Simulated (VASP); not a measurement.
Runs of VASP 6.6.1 on BiO4. The structure is that of space group P-3m1 (No. 164), or close to it. The cells are those of the table. 

```tsv
task	cell	k mesh	cutoff (eV)	gap on the mesh (eV)	pressure (GPa)	largest force (eV/Å)
single point	a = 3.330, b = 3.330, c = 8.768 Å, angles 90.0, 90.0, 120.0°, 5 atoms	6 × 6 × 2	520	none	0.2	0.05
single point	a = 3.335, b = 3.335, c = 8.984 Å, angles 90.0, 90.0, 120.0°, 5 atoms	12 × 12 × 4	520	none	0.1	0.05
relaxation of cell and atoms	relaxed from a = 2.787, b = 2.787, c = 8.961 Å, angles 90.0, 90.0, 120.0°, 5 atoms	6 × 6 × 2	600	none	-0.1	0.03
single point	a = 2.787, b = 2.787, c = 8.961 Å, angles 90.0, 90.0, 120.0°, 5 atoms	6 × 6 × 2	520	none	63.8	(a)
```

Alike in all rows: level PBE; potentials or basis VASP PAW PBE potentials, release 64 (Bi_d, O); no spin polarisation; smearing gaussian 0.1 eV.

Task: Estimate the missing entries.

Result: (a) 5.66.

Caveats: some runs use coarse meshes; spin-orbit coupling is left out, which moves the levels of the heavy elements; an odd number of electrons without spin polarisation forces a metal; a magnetic or distorted state may lie lower.

A k mesh can miss the band edges, and the runs leave out spin-orbit coupling on Bi.

A gap of «none» marks levels without a gap at the run's occupations.
